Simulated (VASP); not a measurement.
GeW4: single point with PBE

Crystal: GeW4.

```
Ge W
1.0
    -2.86408    2.86408    2.86408
     2.86408   -2.86408    2.86408
     2.86408    2.86408   -2.86408
Ge W
1 4
Direct
  0.00000 0.00000 0.00000
  0.50000 0.50000 0.50000
  0.50000 0.00000 0.00000
  0.00000 0.00000 0.50000
  0.00000 0.50000 0.00000
```

* Program: VASP 6.6.1
* Task: single point
* Functional: PBE
* Potentials or basis: VASP PAW PBE potentials, release 64 (Ge_d, W_sv)
* Cutoff: 520 eV
* k mesh: 10 × 10 × 10
* Occupations: gaussian, width 0.1 eV
* Spin: no spin polarisation
* Dipole correction: no
* k mesh for the DOS: 15 × 15 × 15
* Occupations for the DOS: tetrahedron
* Further INCAR settings: ALGO = Fast; EDIFF = 1e-06; NBANDS = 43

The valence electrons inside the program's atomic spheres are Ge 13.02; W 11.94.

Levels at points of the mesh, in eV from the Fermi level:
| k point | band 31 | band 32 | band 33 | band 34 | band 35 | band 36 | band 37 | band 38 | band 39 | band 40 |
| --- | --- | --- | --- | --- | --- | --- | --- | --- | --- | --- |
| (0.00, 0.00, 0.00) | -1.53 | -1.53 | -1.53 | 0.49 | 0.49 | 0.49 | 1.14 | 1.14 | 1.14 | 3.06 |

Run time: 15 min on 1 thread of Intel(R) Xeon(R) 6975P-C (Granite Rapids) (shared host), peak memory 0.5 GiB.

Caveat: spin-orbit coupling is left out, which moves the levels of the heavy elements.
